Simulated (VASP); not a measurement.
Runs of VASP 6.6.1 on Ti. The structure is that of space group Im-3m (No. 229), or close to it. The cells are those of the table. 

```csv
cell,gap on the mesh (eV),pressure (GPa)
"a = 2.842 Å, angles 109.5°, 1 atom",none,-4.1
"a = 2.817 Å, angles 109.5°, 1 atom",none,(a)
"a = 2.867 Å, angles 109.5°, 1 atom",none,(b)
"a = 2.916 Å, angles 109.5°, 1 atom",none,-10.2
"a = 2.791 Å, angles 109.5°, 1 atom",none,1.4
```

Alike in all rows: task single point; level PBEsol; potentials or basis VASP PAW PBE potentials, release 64 (Ti_sv); no spin polarisation; k mesh 12 × 12 × 12; cutoff (eV) 520; smearing fermi-dirac 0.3 eV.

Fill in the values left out.

(a) -1.5; (b) -6.4.

Caveats: the PAW data sets were made with another functional, which shifts forces and pressure a little.

A gap of «none» marks levels without a gap at the run's occupations.
